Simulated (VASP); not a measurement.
A run of VASP 6.6.1 is set up as follows.

INCAR

```
PREC = Accurate
ENCUT = 520
EDIFF = 1E-8
ISMEAR = -1
SIGMA = 0.03
LREAL = False
LASPH = True
NELM = 60
ALGO = Normal
ISIF = 2
LWAVE = False
LCHARG = False
GGA = PE
LEFG = True
NBANDS = 16
```

The input KPOINTS:

```
Automatic mesh
0
Gamma
  11 11 11
```

The input POSCAR:

```
InP
1.0
    0.0000000000      2.7972141245      2.7972141245
    2.7972141245      0.0000000000      2.7972141245
    2.7972141245      2.7972141245      0.0000000000
In P
1 1
Direct
    0.0000000000      0.0000000000      0.0000000000
    0.5000000000      0.5000000000      0.5000000000
```

Potentials or basis: VASP PAW PBE potentials, release 64 (In_d, P).

Command:

```console
$ cat potpaw_PBE.64/In_d/POTCAR potpaw_PBE.64/P/POTCAR > POTCAR
$ mpirun -np 1 vasp_std > vasp.out
```

Estimate the band gap on the k mesh.

zero (band 9 reaches 6.97 eV, above the bottom of band 10 at 4.47 eV).

Estimate the pressure.

-2.1 GPa.

Caveat: without QUAD_EFG the Cq values of the log hold for a quadrupole moment of 1 mb, not for the nuclei; spin-orbit coupling is left out, which moves the levels of the heavy elements.
